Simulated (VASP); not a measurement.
# C in VASP: notebook

The runs below take C through single point, with r2SCAN, LDA.

Program: VASP 6.6.1. These are calculated values, not measurements. Logs are shortened: lines on timing, memory, paths and dates and some standing lists are left out, and cuts for length are marked.

## 1. The cell of the first run

The cell holds a slab with vacuum, 2 atoms: a = 2.488 Å, b = 2.488 Å, c = 8.636 Å, α = 90.00°, β = 90.00°, γ = 120.00°.

## 2. Single point, r2SCAN

File POSCAR:

```
C
1.0
    2.4884918972      0.0000000000      0.0000000000
   -1.2442459486      2.1550972001      0.0000000000
    0.0000000000      0.0000000000      8.6359715305
C
2
Direct
    0.6666666667      0.3333333333      0.0000000000
    0.3333333333      0.6666666667      0.0000000000
```

File INCAR.step1:

```
  PREC = Accurate
  ENCUT = 520
  ISMEAR = -1
  SIGMA = 0.05
  LREAL = F
  LASPH = T
  NELM = 100
  NBANDS = 11
  GGA = PE
  ALGO = Normal
  EDIFF = 1E-4
  LWAVE = T
  LCHARG = F
```

File INCAR.step2:

```
  PREC = Accurate
  ENCUT = 520
  EDIFF = 1E-6
  ISMEAR = -1
  SIGMA = 0.05
  LREAL = F
  LASPH = T
  NELM = 100
  ALGO = Normal
  ISIF = 2
  LWAVE = F
  LCHARG = F
  METAGGA = R2SCAN
  LMIXTAU = T
  NBANDS = 11
  ISTART = 1
```

File KPOINTS:

```
Automatic mesh
0
Gamma
  12 12 3
```

Potentials or basis: VASP PAW PBE potentials, release 64 (C).

Run with:

```console
$ cat potpaw_PBE.64/C/POTCAR > POTCAR
$ cp INCAR.step1 INCAR
$ mpirun -np 1 vasp_std > vasp.out
$ cp INCAR.step2 INCAR
$ mpirun -np 1 vasp_std > vasp.out
```

OUTCAR:

```text
PREC = Accurate
   ENCUT = 520
   EDIFF = 1E-6
   ISMEAR = -1
   LREAL = F
   LASPH = T
   NELM = 100
   ISIF = 2
   METAGGA = R2SCAN
   ISTART = 1

 ion  position               nearest neighbor table
   1  0.667  0.333  0.000-   2 1.44   2 1.44   2 1.44
   2  0.333  0.667  0.000-   1 1.44   1 1.44   1 1.44

  LATTYP: Found a hexagonal cell.
 ALAT       =     2.4884918972
 C/A-ratio  =     3.4703635323

  Lattice vectors:

 A1 = (   2.4884918972,   0.0000000000,   0.0000000000)
 A2 = (  -1.2442459486,   2.1550972001,   0.0000000000)
 A3 = (   0.0000000000,   0.0000000000,   8.6359715305)

Analysis of symmetry for initial positions (statically):
=====================================================================
 Subroutine PRICEL returns:
 Original cell was already a primitive cell.

 Routine SETGRP: Setting up the symmetry group for a
 hexagonal supercell.

 Subroutine GETGRP returns: Found 24 space group operations
 (whereof 24 operations were pure point group operations)
 out of a pool of 24 trial point group operations.

The static configuration has the point symmetry D_6h.

Analysis of symmetry for dynamics (positions and initial velocities):
=====================================================================
 Subroutine PRICEL returns:
 Original cell was already a primitive cell.

 Routine SETGRP: Setting up the symmetry group for a
 hexagonal supercell.

 Subroutine GETGRP returns: Found 24 space group operations
 (whereof 24 operations were pure point group operations)
 out of a pool of 24 trial point group operations.

The dynamic configuration has the point symmetry D_6h.

 Subroutine INISYM returns: Found 24 space group operations
 (whereof 24 operations are pure point group operations),
 and found     1 'primitive' translations

----------------------------------------------------------------------------------------

                                     Primitive cell

  volume of cell :      46.3142

  direct lattice vectors                    reciprocal lattice vectors
     2.488491897  0.000000000  0.000000000     0.401849812  0.232008097  0.000000000
    -1.244245949  2.155097200  0.000000000     0.000000000  0.464016194  0.000000000
     0.000000000  0.000000000  8.635971531     0.000000000  0.000000000  0.115794731

  length of vectors
     2.488491897  2.488491897  8.635971531     0.464016194  0.464016194  0.115794731

  position of ions in fractional coordinates (direct lattice)
     0.666666667  0.333333333  0.000000000
     0.333333333  0.666666667  0.000000000

  ion indices of the primitive-cell ions
   primitive index   ion index
                 1           1
                 2           2

----------------------------------------------------------------------------------------

 KPOINTS: Automatic mesh

Automatic generation of k-mesh.
 Grid dimensions read from file:
 generate k-points for:   12   12    3

 Generating k-lattice:

  Cartesian coordinates                     Fractional coordinates (reciprocal lattice)
     0.033487484  0.019334008  0.000000000     0.083333333  0.000000000  0.000000000
     0.000000000  0.038668016  0.000000000     0.000000000  0.083333333  0.000000000
     0.000000000  0.000000000  0.038598244     0.000000000  0.000000000  0.333333333

  Length of vectors
     0.038668016  0.038668016  0.038598244

  Shift w.r.t. Gamma in fractional coordinates (k-lattice)
     0.000000000  0.000000000  0.000000000

 Subroutine IBZKPT returns following result:
 ===========================================

 Found     38 irreducible k-points:

 Following reciprocal coordinates:
            Coordinates               Weight
  0.000000  0.000000  0.000000      1.000000
  0.083333  0.000000  0.000000      6.000000
  0.166667  0.000000  0.000000      6.000000
  0.250000  0.000000  0.000000      6.000000
  0.333333  0.000000  0.000000      6.000000
  0.416667  0.000000  0.000000      6.000000
[... 16 lines left out ...]
  0.250000  0.000000  0.333333     12.000000
  0.333333  0.000000  0.333333     12.000000
 [... further k-points ...]
   k-points           NKPTS =     38   k-points in BZ     NKDIM =     38   number of bands    NBANDS=     11
   number of dos      NEDOS =    301   number of ions     NIONS =      2
   total plane-waves  NPLWV =  25600
   dimension x,y,z NGX =    20 NGY =   20 NGZ =   64
   dimension x,y,z NGXF=    40 NGYF=   40 NGZF=  128
   ions per type =               2
   NGX,Y,Z   is equivalent  to a cutoff of  13.36, 13.36, 12.32 a.u.
   NGXF,Y,Z  is equivalent  to a cutoff of  26.72, 26.72, 24.64 a.u.
 SYSTEM =  unknown system
   PREC   = accura    normal or accurate (medium, high low for compatibility)
   ISTART =      1    job   : 0-new  1-cont  2-samecut
   ICHARG =      0    charge: 1-file 2-atom 10-const
   ISPIN  =      1    spin polarized calculation?
   LNONCOLLINEAR =      F non collinear calculations
   LSORBIT =      F    spin-orbit coupling
   LASPH  =      T    aspherical Exc in radial PAW
   ENCUT  =  520.0 eV  38.22 Ry    6.18 a.u.   4.63  4.63 16.06*2*pi/ulx,y,z
   NELM   =    100;   NELMIN=  2; NELMDL=  0     # of ELM steps
   EDIFF  = 0.1E-05   stopping-criterion for ELM
   LREAL  =      F    real-space projection
   EDIFFG = 0.1E-04   stopping-criterion for IOM
   NSW    =      0    number of steps for IOM
   IBRION =     -1    ionic relax: 0-MD 1-quasi-New 2-CG
   NFREE  =      0    steps in history (QN), initial steepest desc. (CG)
   ISIF   =      2    stress and relaxation
   ISYM   =      2    0-nonsym 1-usesym 2-fastsym
   POTIM  = 0.5000    time-step for ionic-motion
   TEBEG  =    0.0;   TEEND  =   0.0 temperature during run
   PSTRESS=    0.0 pullay stress
   NELECT =       8.0000    total number of electrons
   NUPDOWN=      -1.0000    fix difference up-down
   EMIN   =  10.00;   EMAX   =-10.00  energy-range for DOS
   EFERMI =   0.00;   METHOD = LEGACY
   ISMEAR =    -1;   SIGMA  =   0.05  broadening in eV -4-tet -1-fermi 0-gaus
   EFERMI_NEDOS =   21; number of points for ismear=-14 and -15
   IALGO  =     38    algorithm
   IMIX   =      4    mixing-type and parameters
     AMIX     =   0.40;   BMIX     =  1.00
     AMIX_MAG =   1.60;   BMIX_MAG =  1.00
  volume/ion in A,a.u.               =      23.16       156.27
  Fermi-wavevector in a.u.,A,eV,Ry     =   0.911731  1.722922 11.309890  0.831253
  Thomas-Fermi vector in A             =   2.036044
   LORBIT       =      0    0 simple, 1 ext, 2 COOP (PROOUT), +10 PAW based schemes
   METAGGA = R2SCAN    functional components
   LHFCALC =     F    Hartree Fock is set to
   AEXX    =    0.0000 exact exchange contribution
   IVDW    =     0    specifies the selected vdW correction
   LEPSILON=     F    determine dielectric tensor
   LRPA    =     F    only Hartree local field effects (RPA)
 non-spin polarized calculation
  energy-cutoff  :      520.00
  volume of cell :       46.31
 maximum number of plane-waves:      1269
 NGX is ok and might be reduce to    20
   NGX =  9   NGY =  9   NGZ = 33

 number of electron       8.0000001 magnetization

 Free energy of the ion-electron system (eV)
  ---------------------------------------------------
  ext. energy  EPLUGINS =         0.00000000
  ---------------------------------------------------
  free energy    TOTEN  =       -19.81665070 eV

  energy without entropy =      -19.81472529  energy(sigma->0) =      -19.81568799

 E-fermi :  -0.9275     XC(G=0):  -4.9367

 val. band max:       -0.9275301591   @ k =   0.3333   0.3333   0.3333
 cond. band min:      -0.9274890171   @ k =   0.3333   0.3333   0.0000
 fundamental gap:      0.0000411419
 Fermi energy:        -0.9275165049

 k-point     1 :       0.0000    0.0000    0.0000
  band No.  band energies     occupation
      1     -21.4668      2.00000
      2      -8.7996      2.00000
      3      -4.1734      2.00000
      4      -4.1734      2.00000
      5       2.6130      0.00000
      6       4.9611      0.00000
      7       6.4929      0.00000
      8       7.5265      0.00000
      9       7.5265      0.00000
     10      11.0779      0.00000
     11      11.3951      0.00000

 k-point     2 :       0.0833    0.0000    0.0000
  band No.  band energies     occupation
      1     -21.2962      2.00000
      2      -8.5976      2.00000
      3      -4.8689      2.00000
      4      -4.5228      2.00000
      5       2.8355      0.00000
      6       5.1782      0.00000
      7       6.7015      0.00000
      8       7.6117      0.00000
      9       8.2449      0.00000
     10      10.4788      0.00000
     11      11.7465      0.00000

 k-point     3 :       0.1667    0.0000    0.0000
  band No.  band energies     occupation
      1     -20.7865      2.00000
      2      -7.9971      2.00000
      3      -6.6057      2.00000
      4      -5.3405      2.00000
      5       3.5028      0.00000
      6       5.8251      0.00000
      7       7.2614      0.00000
      8       7.6300      0.00000
      9       8.8786      0.00000
     10      10.1484      0.00000
     11      12.8694      0.00000

 k-point     4 :       0.2500    0.0000    0.0000
  band No.  band energies     occupation
      1     -19.9441      2.00000
      2      -8.8133      2.00000
      3      -7.0179      2.00000
      4      -6.2478      2.00000
      5       4.6134      0.00000
      6       6.5320      0.00000
      7       7.0404      0.00000
      8       7.1580      0.00000
      9       8.4935      0.00000
     10      12.7817      0.00000
     11      14.4391      0.00000
[... 239 lines left out ...]
 k-point    22 :       0.1667    0.0000    0.3333
  band No.  band energies     occupation
      1     -20.7865      2.00000
      2      -7.9973      2.00000
      3      -6.6057      2.00000
      4      -5.3405      2.00000
      5       3.8373      0.00000
      6       4.8079      0.00000
      7       7.5096      0.00000
      8       8.7519      0.00000
      9       8.9313      0.00000
     10      10.1483      0.00000
     11      12.0379      0.00000

 k-point    23 :       0.2500    0.0000    0.3333
  band No.  band energies     occupation
      1     -19.9441      2.00000
      2      -8.8133      2.00000
      3      -7.0181      2.00000
      4      -6.2478      2.00000
      5       4.9409      0.00000
      6       5.8753      0.00000
      7       6.6866      0.00000
      8       7.1869      0.00000
      9       9.8637      0.00000
     10      12.7820      0.00000
     11      13.0592      0.00000

 k-point    24 :       0.3333    0.0000    0.3333
  band No.  band energies     occupation
      1     -18.7836      2.00000
      2     -11.1170      2.00000
      3      -7.0038      2.00000
      4      -5.7124      2.00000
      5       4.2107      0.00000
      6       6.4573      0.00000
      7       6.8310      0.00000
      8       7.4750      0.00000
      9      11.2981      0.00000
     10      14.4038      0.00000
     11      15.3548      0.00000

 [... further k-points ...]
[... 5 lines left out ...]
  --------------------------------------------------------------------------------------
  -------------------------------------------------------------------------------------
  Total       -1.6814052     -1.6814052     -0.0109341     -0.0000000      0.0000000      0.0000000
  in kB      -58.1659302    -58.1659302     -0.3782514     -0.0000000      0.0000000      0.0000000
  external PRESSURE =     -38.9033706 kB  Pullay stress =       0.0000000 kB

 VOLUME and BASIS-vectors are now :
 -----------------------------------------------------------------------------
  energy-cutoff  :      520.00
  volume of cell :       46.31
      direct lattice vectors                 reciprocal lattice vectors
     2.488491897  0.000000000  0.000000000     0.401849812  0.232008097  0.000000000
    -1.244245949  2.155097200  0.000000000     0.000000000  0.464016194  0.000000000
     0.000000000  0.000000000  8.635971531     0.000000000  0.000000000  0.115794731

 POSITION                                       TOTAL-FORCE (eV/Angst)
 -----------------------------------------------------------------------------------
      1.24425      0.71837      0.00000         0.000000      0.000000      0.000000
     -0.00000      1.43673      0.00000        -0.000000      0.000000      0.000000
 -----------------------------------------------------------------------------------
    total drift:                                0.000000     -0.000000     -0.000000

  FREE ENERGIE OF THE ION-ELECTRON SYSTEM (eV)
  ---------------------------------------------------
  free  energy   TOTEN  =       -19.8166506974 eV

  energy  without entropy=      -19.8147252886  energy(sigma->0) =      -19.81568799
```

It took 56 s on 1 thread of Intel Xeon Platinum 8488C (Sapphire Rapids), shared host; peak memory 0.16 GiB.

What came out:

- Free energy: -19.8167 eV
- Band gap on the k mesh: zero (filled and empty bands touch)

Caveat: the PAW data sets were made with another functional, which shifts forces and pressure a little.

## 3. Single point, r2SCAN

This run uses another cell than the first one.

File POSCAR:

```
C
1.0
    2.5043425914      0.0000000000      0.0000000000
   -1.2521712957      2.1688243040      0.0000000000
    0.0000000000      0.0000000000      8.6909792017
C
2
Direct
    0.6666666667      0.3333333333      0.0000000000
    0.3333333333      0.6666666667      0.0000000000
```

File INCAR.step1:

```
SYSTEM = C
PREC = Accurate
ENCUT = 520
ISMEAR = -1
SIGMA = 0.05
LREAL = .FALSE.
LASPH = .TRUE.
NELM = 80
NBANDS = 11
GGA = PE
ALGO = Normal
EDIFF = 1E-4
LWAVE = .TRUE.
LCHARG = .FALSE.
```

File INCAR.step2:

```
SYSTEM = C
PREC = Accurate
ENCUT = 520
EDIFF = 1E-7
ISMEAR = -1
SIGMA = 0.05
LREAL = .FALSE.
LASPH = .TRUE.
NELM = 80
ALGO = Normal
ISIF = 2
LWAVE = .FALSE.
LCHARG = .FALSE.
METAGGA = R2SCAN
LMIXTAU = .TRUE.
NBANDS = 11
ISTART = 1
```

File KPOINTS:

```
regular mesh
0
G
  12 12 3
  0 0 0
```

Potentials or basis: VASP PAW PBE potentials, release 64 (C).

Run with:

```console
$ cat potpaw_PBE.64/C/POTCAR > POTCAR
$ cp INCAR.step1 INCAR
$ mpirun -np 1 vasp_std > vasp.out
$ cp INCAR.step2 INCAR
$ mpirun -np 1 vasp_std > vasp.out
```

Wall time 72 s (1 thread of Intel Xeon Platinum 8488C (Sapphire Rapids), shared host); peak memory 0.16 GiB.

The run converged. Its results:

* Free energy: -19.7903 eV
* Band gap on the k mesh: zero (filled and empty bands touch)

Levels at points of the mesh, in eV from the Fermi level:
| k point | band 2 | band 3 | band 4 | band 5 | band 6 | band 7 |
| --- | --- | --- | --- | --- | --- | --- |
| (0.00, 0.00, 0.00) | -7.74 | -3.25 | -3.25 | 3.58 | 5.91 | 7.35 |
| (0.50, 0.00, 0.00) | -13.72 | -6.67 | -2.42 | 1.78 | 7.17 | 11.36 |

Caveat: the PAW data sets were made with another functional, which shifts forces and pressure a little.

## 4. Single point, LDA

This run uses another cell than the first one.

File INCAR:

```
PREC     = Accurate       # precision mode
ENCUT    = 520            # plane-wave cutoff, eV
EDIFF    = 1E-6           # SCF threshold, eV
ISMEAR   = -1             # smearing method
SIGMA    = 0.05           # smearing width, eV
LREAL    = False          # projectors in reciprocal space
LASPH    = True           # aspherical terms in the spheres
NELM     = 60             # most SCF steps
ALGO     = Normal         # electronic algorithm
ISIF     = 2              # what is computed and relaxed
LWAVE    = False          # write WAVECAR
LCHARG   = True           # write CHGCAR
LELF     = True           # ELF
LVHAR    = True         
NBANDS   = 11             # bands
```

File KPOINTS:

```
regular mesh
0
Gamma
  12 12 3
```

File POSCAR:

```
C
1.0
    2.4060301715      0.0000000000      0.0000000000
   -1.2030150858      2.0836832508      0.0000000000
    0.0000000000      0.0000000000      8.3497993649
C
2
Direct
    0.6666666667      0.3333333333      0.0000000000
    0.3333333333      0.6666666667      0.0000000000
```

Potentials or basis: VASP PAW LDA potentials, release 64 (C).

Run with:

```console
$ cat potpaw_LDA.64/C/POTCAR > POTCAR
$ mpirun -np 1 vasp_std > vasp.out
```

It took 12 s on 1 thread of Intel Xeon Platinum 8559C (Emerald Rapids), shared host; peak memory 0.13 GiB.

The run converged. Its results:

| Quantity | Value |
| --- | --- |
| Free energy | -20.1285 eV |
| Band gap on the k mesh | zero (filled and empty bands touch) |

Levels at points of the mesh, in eV from the Fermi level:
| k point | band 1 | band 2 | band 3 | band 4 | band 5 | band 6 | band 7 | band 8 |
| --- | --- | --- | --- | --- | --- | --- | --- | --- |
| (0.00, 0.00, 0.00) | -19.89 | -8.15 | -3.00 | -3.00 | 2.92 | 5.38 | 7.06 | 8.75 |
| (0.50, 0.00, 0.00) | -14.28 | -13.63 | -6.61 | -2.50 | 1.66 | 8.19 | 11.19 | 11.27 |

(Continued in part 2 of 2.)
